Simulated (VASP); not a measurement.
Runs of VASP 6.6.1 on PbO. The structure is that of space group F-43m (No. 216), or close to it. The cells are those of the table. 

```csv
task,level,potentials or basis,cell,k mesh,cutoff (eV),smearing,grid for exact exchange (PRECFOCK),share of exact exchange,screening parameter,gap on the mesh (eV),pressure (GPa)
relaxation of cell and atoms,LDA,"VASP PAW LDA potentials, release 64 (Pb_d, O)","relaxed from a = 4.005 Å, angles 60.0°, 2 atoms",8 × 8 × 8,600,fermi-dirac 0.02 eV,-,-,-,0.20,0.0
single point,HSE06,"VASP PAW PBE potentials, release 64 (Pb_d, O)","a = 3.965 Å, angles 60.0°, 2 atoms",6 × 6 × 6,520,fermi-dirac 0.02 eV,Normal,0.25,0.2079 1/Å,1.10,0.1
single point,LDA,"VASP PAW LDA potentials, release 64 (Pb_d, O)","a = 3.958 Å, angles 60.0°, 2 atoms",8 × 8 × 8,520,gaussian 0.01 eV,-,-,-,(c),-3.1
single point,LDA,"VASP PAW LDA potentials, release 64 (Pb_d, O)","a = 3.896 Å, angles 60.0°, 2 atoms",8 × 8 × 8,520,fermi-dirac 0.02 eV,-,-,-,(a),0.2
single point,r2SCAN,"VASP PAW PBE potentials, release 64 (Pb_d, O)","a = 3.958 Å, angles 60.0°, 2 atoms",8 × 8 × 8,520,gaussian 0.01 eV,-,-,-,(b),0.3
```

Alike in all rows: no spin polarisation.

Problem. Estimate the missing entries.

Solution. (a) 0.19; (b) 0.61; (c) 0.33.

Caveats: the structure was generated, so it needn't be the stable form of PbO; spin-orbit coupling is left out, which moves the levels of the heavy elements; the PAW data sets were made with another functional, which shifts forces and pressure a little (at least some runs); the cell stands under tension (at least some runs).

A k mesh can miss the band edges, and the runs leave out spin-orbit coupling on Pb.
